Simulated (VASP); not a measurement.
Wanted: the native input for a VASP 6.6.1 run.

- Task: single point
- Functional: PBEsol
- Potentials or basis: VASP PAW PBE potentials, release 64 (Mg, S)
- Cutoff: 520 eV
- k mesh: 6 × 6 × 6
- Occupations: gaussian, width 0.1 eV
- Spin: no spin polarisation
- Dipole correction: no
- Further INCAR settings: ALGO = Normal; EDIFF = 1e-06; NBANDS = 11

The structure of MgS (sol) lies in POSCAR:

```
MgS
1.0
    0.0000000000      2.6000000000      2.6000000000
    2.6000000000      0.0000000000      2.6000000000
    2.6000000000      2.6000000000      0.0000000000
Mg S
1 1
Direct
    0.0000000000      0.0000000000      0.0000000000
    0.5000000000      0.5000000000      0.5000000000
```

One way to write it, as run:

INCAR

```
ALGO = Normal ; EDIFF = 1E-6
ENCUT = 520 ; GGA = PS
ISIF = 2 ; ISMEAR = 0
LASPH = True ; LCHARG = False
LREAL = False ; LWAVE = False
NBANDS = 11 ; NELM = 60
PREC = Accurate ; SIGMA = 0.1
```

KPOINTS

```
k-points
0
Gamma
  6 6 6
```

Potentials or basis: VASP PAW PBE potentials, release 64 (Mg, S).

The run is started by

```console
$ cat potpaw_PBE.64/Mg/POTCAR potpaw_PBE.64/S/POTCAR > POTCAR
$ mpirun -np 1 vasp_std > vasp.out
```

Results of the run:

```
Pressure               : -1.0 GPa
Band gap on the k mesh : 2.71 eV, indirect (least direct gap 3.61 eV)
```

Caveat: the PAW data sets were made with another functional, which shifts forces and pressure a little.

Wall time 3.2 s on 1 thread of Intel(R) Xeon(R) 6975P-C (Granite Rapids), on a shared host, peak memory 0.15 GiB.
